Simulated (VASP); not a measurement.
# TiC: single point with PBE

TiC:

```
Ti C
1.0
     0.00000    2.16400    2.16400
     2.16400    0.00000    2.16400
     2.16400    2.16400    0.00000
Ti C
1 1
Direct
  0.95668 0.95668 0.04332
  0.50000 0.50000 0.50000
```

This cell differs from its parent crystal: all Ti atoms moved +0.188 Å, as atom 1 towards its neighbour atom 2 (C) at 2.164 Å.

| Quantity | Value |
| --- | --- |
| Program | VASP 6.6.1 |
| Task | single point |
| Functional | PBE |
| Potentials or basis | VASP PAW PBE potentials, release 64 (Ti_sv, C) |
| Cutoff | 520 eV |
| k mesh | 18 × 18 × 18 |
| Occupations | gaussian, width 0.15 eV |
| Spin | no spin polarisation |
| Dipole correction | no |
| Further INCAR settings | ALGO = Normal; EDIFF = 1e-06; NBANDS = 15 |

| Item | Value |
| --- | --- |
| Pressure | 5.4 GPa |
| Largest force | 1.829 eV/Å |
| Band gap on the k mesh | zero (bands 8 and 9 overlap by 1.08 eV) |

Forces on the atoms (eV/Å):
```
Ti   0.000  0.000  1.829
C    0.000  0.000 -1.829
```

Stress tensor (GPa, compression positive):
```
 1.66  0.00  0.00
 0.00  1.66  0.00
 0.00  0.00 12.76
```

Levels at points of the mesh, in eV from the Fermi level:
| k point | band 5 | band 6 | band 7 | band 8 | band 9 | band 10 | band 11 | band 12 |
| --- | --- | --- | --- | --- | --- | --- | --- | --- |
| (0.00, 0.00, 0.00) | -12.43 | -0.10 | -0.10 | 0.14 | 0.64 | 1.67 | 2.47 | 2.47 |
| (0.50, 0.00, 0.00) | -8.99 | -5.87 | -2.93 | -2.88 | 2.80 | 2.89 | 4.07 | 7.01 |
| (0.50, 0.50, 0.00) | -10.14 | -3.35 | -1.69 | -0.09 | -0.09 | 2.68 | 3.47 | 3.47 |
| (0.00, 0.50, 0.50) | -10.13 | -3.50 | -2.36 | -0.30 | 0.72 | 3.04 | 3.46 | 3.47 |

It took 92 s on 1 thread of AMD EPYC 9R45 (Zen 5), on a shared host, peak memory 0.23 GiB.

Caveat: the cell differs from its parent crystal (all Ti atoms moved +0.188 Å, as atom 1 towards its neighbour atom 2 (C) at 2.164 Å); the cell stands under pressure; forces of over 1 eV/Å act on the atoms, so gaps and moduli don't describe the material at rest.
